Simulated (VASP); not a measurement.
# Ti in VASP: further runs

Ti is run at these levels: LDA, PBE; tasks: electric field gradients.

Program: VASP 6.6.1. These are calculated values, not measurements. Logs are shortened: lines on timing, memory, paths and dates and some standing lists are left out, and cuts for length are marked.

## Step 1: The cell of the first run

It takes space group I4/mmm (No. 139, tetragonal). The conventional cell has a = 3.380 Å, b = 3.380 Å, c = 3.282 Å, α = 90.00°, β = 90.00°, γ = 90.00°. Within 3.8 Å of Ti (site symmetry 4/mmm) lie 14 Ti at 2.90 to 3.38 Å.

## Step 2: Electric field gradients, LDA

INCAR reads:

```
ALGO = Normal
EDIFF = 1E-8
ENCUT = 520
ISIF = 2
ISMEAR = -1
LASPH = True
LCHARG = False
LEFG = True
LREAL = False
LWAVE = False
NBANDS = 12
NELM = 80
PREC = Accurate
SIGMA = 0.05
```

KPOINTS reads:

```
k-points
0
Gamma
  14 14 14
```

POSCAR reads:

```
Ti
1.0
   -1.6902300000      1.6902300000      1.6410000000
    1.6902300000     -1.6902300000      1.6410000000
    1.6902300000      1.6902300000     -1.6410000000
Ti
1
Direct
    0.0000000000      0.0000000000      0.0000000000
```

Potentials or basis: VASP PAW LDA potentials, release 64 (Ti_sv).

On the command line:

```console
cat potpaw_LDA.64/Ti_sv/POTCAR > POTCAR
mpirun -np 1 vasp_std > vasp.out
```

OUTCAR:

```text
EDIFF = 1E-8
   ENCUT = 520
   ISIF = 2
   ISMEAR = -1
   LASPH = True
   LREAL = False
   NELM = 80
   PREC = Accurate

 ion  position               nearest neighbor table
   1  0.000  0.000  0.000-

  LATTYP: Found a body centered tetragonal cell.
 ALAT       =     3.3804600000
 C/A-ratio  =     0.9708737864

  Lattice vectors:

 A1 = (  -1.6902300000,   1.6902300000,   1.6410000000)
 A2 = (   1.6902300000,  -1.6902300000,   1.6410000000)
 A3 = (   1.6902300000,   1.6902300000,  -1.6410000000)

Analysis of symmetry for initial positions (statically):
=====================================================================
 Subroutine PRICEL returns:
 Original cell was already a primitive cell.

 Routine SETGRP: Setting up the symmetry group for a
 body centered tetragonal supercell.

 Subroutine GETGRP returns: Found 16 space group operations
 (whereof 16 operations were pure point group operations)
 out of a pool of 16 trial point group operations.

The static configuration has the point symmetry D_4h.

Analysis of symmetry for dynamics (positions and initial velocities):
=====================================================================
 Subroutine PRICEL returns:
 Original cell was already a primitive cell.

 Routine SETGRP: Setting up the symmetry group for a
 body centered tetragonal supercell.

 Subroutine GETGRP returns: Found 16 space group operations
 (whereof 16 operations were pure point group operations)
 out of a pool of 16 trial point group operations.

The dynamic configuration has the point symmetry D_4h.

 Subroutine INISYM returns: Found 16 space group operations
 (whereof 16 operations are pure point group operations),
 and found     1 'primitive' translations

----------------------------------------------------------------------------------------

                                     Primitive cell

  volume of cell :      18.7525

  direct lattice vectors                    reciprocal lattice vectors
    -1.690230000  1.690230000  1.641000000     0.000000000  0.295817729  0.304692261
     1.690230000 -1.690230000  1.641000000     0.295817729  0.000000000  0.304692261
     1.690230000  1.690230000 -1.641000000     0.295817729  0.295817729  0.000000000

  length of vectors
     2.899419926  2.899419926  2.899419926     0.424671052  0.424671052  0.418349444

  position of ions in fractional coordinates (direct lattice)
     0.000000000  0.000000000  0.000000000

  ion indices of the primitive-cell ions
   primitive index   ion index
                 1           1

----------------------------------------------------------------------------------------

 KPOINTS: k-points

Automatic generation of k-mesh.
 Grid dimensions read from file:
 generate k-points for:   14   14   14

 Generating k-lattice:

  Cartesian coordinates                     Fractional coordinates (reciprocal lattice)
     0.000000000  0.021129838  0.021763733     0.071428571  0.000000000 -0.000000000
     0.021129838  0.000000000  0.021763733     0.000000000  0.071428571 -0.000000000
     0.021129838  0.021129838  0.000000000     0.000000000  0.000000000  0.071428571

  Length of vectors
     0.030333647  0.030333647  0.029882103

  Shift w.r.t. Gamma in fractional coordinates (k-lattice)
     0.000000000  0.000000000  0.000000000

 Subroutine IBZKPT returns following result:
 ===========================================

 Found    244 irreducible k-points:

 Following reciprocal coordinates:
            Coordinates               Weight
  0.000000  0.000000  0.000000      1.000000
  0.071429 -0.000000  0.000000      8.000000
  0.142857 -0.000000  0.000000      8.000000
  0.214286  0.000000 -0.000000      8.000000
  0.285714 -0.000000  0.000000      8.000000
  0.357143 -0.000000  0.000000      8.000000
[... 16 lines left out ...]
  0.214286  0.142857  0.000000     16.000000
  0.285714  0.142857  0.000000     16.000000
 [... further k-points ...]
   k-points           NKPTS =    244   k-points in BZ     NKDIM =    244   number of bands    NBANDS=     12
   number of dos      NEDOS =    301   number of ions     NIONS =      1
   total plane-waves  NPLWV =  13824
   dimension x,y,z NGX =    24 NGY =   24 NGZ =   24
   dimension x,y,z NGXF=    48 NGYF=   48 NGZF=   48
   ions per type =               1
   NGX,Y,Z   is equivalent  to a cutoff of  13.76, 13.76, 13.76 a.u.
   NGXF,Y,Z  is equivalent  to a cutoff of  27.52, 27.52, 27.52 a.u.
 SYSTEM =  unknown system
   PREC   = accura    normal or accurate (medium, high low for compatibility)
   ISTART =      0    job   : 0-new  1-cont  2-samecut
   ICHARG =      2    charge: 1-file 2-atom 10-const
   ISPIN  =      1    spin polarized calculation?
   LNONCOLLINEAR =      F non collinear calculations
   LSORBIT =      F    spin-orbit coupling
   LASPH  =      T    aspherical Exc in radial PAW
   ENCUT  =  520.0 eV  38.22 Ry    6.18 a.u.   5.39  5.39  5.39*2*pi/ulx,y,z
   NELM   =     80;   NELMIN=  2; NELMDL= -5     # of ELM steps
   EDIFF  = 0.1E-07   stopping-criterion for ELM
   LREAL  =      F    real-space projection
   EDIFFG = 0.1E-06   stopping-criterion for IOM
   NSW    =      0    number of steps for IOM
   IBRION =     -1    ionic relax: 0-MD 1-quasi-New 2-CG
   NFREE  =      0    steps in history (QN), initial steepest desc. (CG)
   ISIF   =      2    stress and relaxation
   ISYM   =      2    0-nonsym 1-usesym 2-fastsym
   POTIM  = 0.5000    time-step for ionic-motion
   TEBEG  =    0.0;   TEEND  =   0.0 temperature during run
   PSTRESS=    0.0 pullay stress
   NELECT =      12.0000    total number of electrons
   NUPDOWN=      -1.0000    fix difference up-down
   EMIN   =  10.00;   EMAX   =-10.00  energy-range for DOS
   EFERMI =   0.00;   METHOD = LEGACY
   ISMEAR =    -1;   SIGMA  =   0.05  broadening in eV -4-tet -1-fermi 0-gaus
   EFERMI_NEDOS =   21; number of points for ismear=-14 and -15
   IALGO  =     38    algorithm
   IMIX   =      4    mixing-type and parameters
     AMIX     =   0.40;   BMIX     =  1.00
     AMIX_MAG =   1.60;   BMIX_MAG =  1.00
  volume/ion in A,a.u.               =      18.75       126.55
  Fermi-wavevector in a.u.,A,eV,Ry     =   1.410745  2.665921 27.078335  1.990201
  Thomas-Fermi vector in A             =   2.532667
   LORBIT       =      0    0 simple, 1 ext, 2 COOP (PROOUT), +10 PAW based schemes
   GGA     = CA    functional components
   LHFCALC =     F    Hartree Fock is set to
   AEXX    =    0.0000 exact exchange contribution
   IVDW    =     0    specifies the selected vdW correction
   LEPSILON=     F    determine dielectric tensor
   LRPA    =     F    only Hartree local field effects (RPA)
 non-spin polarized calculation
  energy-cutoff  :      520.00
  volume of cell :       18.75
 maximum number of plane-waves:       520
 NGX is ok and might be reduce to    24
   NGX = 11   NGY = 11   NGZ = 11

 number of electron      12.0000002 magnetization

 Free energy of the ion-electron system (eV)
  ---------------------------------------------------
  ext. energy  EPLUGINS =         0.00000000
  ---------------------------------------------------
  free energy    TOTEN  =        -8.31535309 eV

  energy without entropy =       -8.29349708  energy(sigma->0) =       -8.30442508

 E-fermi :   7.0710     XC(G=0): -11.4186

 val. band max:        7.0660111392   @ k =  -0.4286   0.2857   0.0714
 cond. band min:       7.0728383861   @ k =  -0.1429   0.3571   0.0714
 fundamental gap:      0.0068272470
 Fermi energy:         7.0709606065

 k-point     1 :       0.0000    0.0000    0.0000
  band No.  band energies     occupation
      1     -48.9082      2.00000
      2     -25.2178      2.00000
      3     -25.2148      2.00000
      4     -25.2148      2.00000
      5       1.3694      2.00000
      6       7.8272      0.00000
      7       8.0179      0.00000
      8       8.0179      0.00000
      9       9.4458      0.00000
     10       9.6682      0.00000
     11      23.8654      0.00000
     12      23.8654      0.00000

 k-point     2 :       0.0714   -0.0000    0.0000
  band No.  band energies     occupation
      1     -48.9032      2.00000
      2     -25.2442      2.00000
      3     -25.2237      2.00000
      4     -25.2166      2.00000
      5       1.5340      2.00000
      6       7.8136      0.00000
      7       7.9951      0.00000
      8       8.0742      0.00000
      9       9.4310      0.00000
     10       9.6125      0.00000
     11      23.6876      0.00000
     12      24.0019      0.00000
[... 316 lines left out ...]
 k-point    24 :       0.2857    0.1429    0.0000
  band No.  band energies     occupation
      1     -48.8182      2.00000
      2     -25.6529      2.00000
      3     -25.3784      2.00000
      4     -25.2568      2.00000
      5       4.7381      2.00000
      6       6.8116      1.98889
      7       7.1359      0.42903
      8       9.3300      0.00000
      9       9.9887      0.00000
     10      10.7146      0.00000
     11      17.3135      0.00000
     12      19.5761      0.00000

 [... further k-points ...]
[... 5 lines left out ...]
  --------------------------------------------------------------------------------------
  -------------------------------------------------------------------------------------
  Total       -1.7328999     -1.7328999     -1.8307520      0.0000000      0.0000000      0.0000000
  in kB     -148.0552751   -148.0552751   -156.4155431      0.0000000      0.0000000      0.0000000
  external PRESSURE =    -150.8420311 kB  Pullay stress =       0.0000000 kB

 VOLUME and BASIS-vectors are now :
 -----------------------------------------------------------------------------
  energy-cutoff  :      520.00
  volume of cell :       18.75
      direct lattice vectors                 reciprocal lattice vectors
    -1.690230000  1.690230000  1.641000000     0.000000000  0.295817729  0.304692261
     1.690230000 -1.690230000  1.641000000     0.295817729  0.000000000  0.304692261
     1.690230000  1.690230000 -1.641000000     0.295817729  0.295817729  0.000000000

 POSITION                                       TOTAL-FORCE (eV/Angst)
 -----------------------------------------------------------------------------------
      0.00000      0.00000      0.00000        -0.000000      0.000000      0.000000
 -----------------------------------------------------------------------------------
    total drift:                                0.000000      0.000000     -0.000000

  FREE ENERGIE OF THE ION-ELECTRON SYSTEM (eV)
  ---------------------------------------------------
  free  energy   TOTEN  =        -8.3153530862 eV

  energy  without entropy=       -8.2934970775  energy(sigma->0) =       -8.30442508

 Electric field gradients (V/A^2)
---------------------------------------------------------------------
 ion       V_xx      V_yy      V_zz      V_xy      V_xz      V_yz
---------------------------------------------------------------------
   1      -0.016    -0.016     0.032     0.001     0.001     0.001
---------------------------------------------------------------------

 Electric field gradients after diagonalization (V/A^2)
 (convention: |V_zz| > |V_xx| > |V_yy|)
----------------------------------------------------------------------
 ion       V_xx      V_yy      V_zz     asymmetry (V_yy - V_xx)/ V_zz
----------------------------------------------------------------------
   1      -0.017    -0.015     0.032       0.054
----------------------------------------------------------------------

           NMR quadrupolar parameters

 Cq : quadrupolar parameter    Cq=e*Q*V_zz/h
 eta: asymmetry parameters     (V_yy - V_xx)/ V_zz
 Q  : nuclear electric quadrupole moment in mb (millibarn)
----------------------------------------------------------------------
 ion       Cq(MHz)       eta       Q (mb)
----------------------------------------------------------------------
   1       0.000       0.054       1.000
----------------------------------------------------------------------
```

Run time: 61 s. Hardware: 1 thread of Intel Xeon 6975P-C, shared host; peak memory 0.17 GiB.

Results:

* Free energy: -8.3154 eV
* Pressure: -15.1 GPa
* Band gap on the k mesh: zero (band 6 reaches 7.95 eV, above the bottom of band 7 at 6.51 eV)

Stress tensor (GPa, compression positive):
```
-14.81   0.00   0.00
  0.00 -14.81   0.00
  0.00   0.00 -15.64
```

Caveat: without QUAD_EFG the Cq values of the log hold for a quadrupole moment of 1 mb, not for the nuclei.

## Step 3: Electric field gradients, PBE (volume scaled by 0.98)

INCAR reads:

```
PREC = Accurate
ENCUT = 520
EDIFF = 1E-8
ISMEAR = -1
SIGMA = 0.05
LREAL = False
LASPH = True
NELM = 80
ALGO = Normal
ISIF = 2
LWAVE = False
LCHARG = False
GGA = PE
LEFG = True
NBANDS = 12
```

KPOINTS reads:

```
Automatic mesh
0
Gamma
  14 14 14
```

POSCAR reads:

```
Ti
1.0
   -1.6299862453      1.6299862453      1.6299862453
    1.6299862453     -1.6299862453      1.6299862453
    1.6299862453      1.6299862453     -1.6299862453
Ti
1
Direct
    0.0000000000      0.0000000000      0.0000000000
```

Potentials or basis: VASP PAW PBE potentials, release 64 (Ti_sv).

On the command line:

```console
cat potpaw_PBE.64/Ti_sv/POTCAR > POTCAR
mpirun -np 1 vasp_std > vasp.out
```

OUTCAR:

```text
PREC = Accurate
   ENCUT = 520
   EDIFF = 1E-8
   ISMEAR = -1
   LREAL = False
   LASPH = True
   NELM = 80
   ISIF = 2
   GGA = PE

 ion  position               nearest neighbor table
   1  0.000  0.000  0.000-

  LATTYP: Found a body centered cubic cell.
 ALAT       =     3.2599724906

  Lattice vectors:

 A1 = (  -1.6299862453,   1.6299862453,   1.6299862453)
[... 567 lines left out ...]
    total drift:                                0.000000      0.000000      0.000000

  FREE ENERGIE OF THE ION-ELECTRON SYSTEM (eV)
  ---------------------------------------------------
  free  energy   TOTEN  =        -7.7333217394 eV

  energy  without entropy=       -7.7130371483  energy(sigma->0) =       -7.72317944

 Electric field gradients (V/A^2)
---------------------------------------------------------------------
 ion       V_xx      V_yy      V_zz      V_xy      V_xz      V_yz
---------------------------------------------------------------------
   1       0.000     0.000     0.000     0.000     0.000     0.000
---------------------------------------------------------------------

 Electric field gradients after diagonalization (V/A^2)
 (convention: |V_zz| > |V_xx| > |V_yy|)
----------------------------------------------------------------------
 ion       V_xx      V_yy      V_zz     asymmetry (V_yy - V_xx)/ V_zz
----------------------------------------------------------------------
   1      -0.000    -0.000     0.001       0.000
----------------------------------------------------------------------

           NMR quadrupolar parameters

 Cq : quadrupolar parameter    Cq=e*Q*V_zz/h
 eta: asymmetry parameters     (V_yy - V_xx)/ V_zz
 Q  : nuclear electric quadrupole moment in mb (millibarn)
----------------------------------------------------------------------
 ion       Cq(MHz)       eta       Q (mb)
----------------------------------------------------------------------
   1       0.000       0.000       1.000
----------------------------------------------------------------------
```

Wall time 35 s (1 thread of Intel Xeon Platinum 8259CL at 2.50GHz (Skylake/Cascade Lake), shared host); peak memory 0.15 GiB.

What came out:

| Property | Result |
| --- | --- |
| Free energy | -7.7333 eV |
| Pressure | -0.6 GPa |
| Band gap on the k mesh | zero (band 6 reaches 9.10 eV, above the bottom of band 7 at 7.45 eV) |

Caveat: without QUAD_EFG the Cq values of the log hold for a quadrupole moment of 1 mb, not for the nuclei.

[end of part 1 of 2]
